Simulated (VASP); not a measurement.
Here is a VASP 6.6.1 calculation.

INCAR

```
SYSTEM = Ca2Se
PREC     = Accurate       ! precision mode
ENCUT    = 600            ! plane-wave cutoff, eV
EDIFF    = 1E-7           ! SCF threshold, eV
ISMEAR   = 0              ! smearing method
SIGMA    = 0.1            ! smearing width, eV
LREAL    = .False.        ! projectors in reciprocal space
LASPH    = .True.         ! aspherical terms in the spheres
NELM     = 100            ! most SCF steps
ALGO     = Normal         ! electronic algorithm
ISIF     = 3              ! what is computed and relaxed
LWAVE    = .False.        ! write WAVECAR
LCHARG   = .False.        ! write CHGCAR
GGA      = PE             ! functional
IBRION   = 2              ! ionic algorithm
NSW      = 90             ! ionic steps
EDIFFG   = -0.04          ! ionic threshold
```

File KPOINTS:

```
Automatic mesh
0
Gamma
  4 4 4
  0 0 0
```

Contents of POSCAR:

```
Ca2Se
1.0
   -2.8300148600      2.8300148600      4.7488088500
    2.8300148600     -2.8300148600      4.7488088500
    2.8300148600      2.8300148600     -4.7488088500
Ca Se
4 2
Direct
    0.0000000000      0.0000000000      0.0000000000
    0.2500000000      0.7500000000      0.5000000000
    0.0045120300      0.5045120300      0.5000000000
    0.4954879700      0.9954879700      0.5000000000
    0.5000000000      0.5000000000      0.0000000000
    0.7500000000      0.2500000000      0.5000000000
```

Potentials or basis: VASP PAW PBE potentials, release 64 (Ca_sv, Se).

Run with:

```bash
$ cat potpaw_PBE.64/Ca_sv/POTCAR potpaw_PBE.64/Se/POTCAR > POTCAR
$ mpirun -np 1 vasp_std > vasp.out
```

(1) Estimate the relaxed cell.

(2) What does it give for the space group after relaxing (to 0.1 Å)?

(3) Predict the band gap on the k mesh.

(4) Estimate the relaxed volume.

## Answers

(1) a = 7.808 Å, b = 7.808 Å, c = 7.808 Å, α = 134.42°, β = 134.42°, γ = 66.43°.

(2) I-4m2 (No. 119).

(3) zero (bands 26 and 27 overlap by 0.20 eV).

(4) 39.84 Å³/atom.

Caveat: the volume moved by over 15 % at a fixed basis, so the end points are rough; semilocal functionals underestimate gaps, and a narrow one can read as zero.
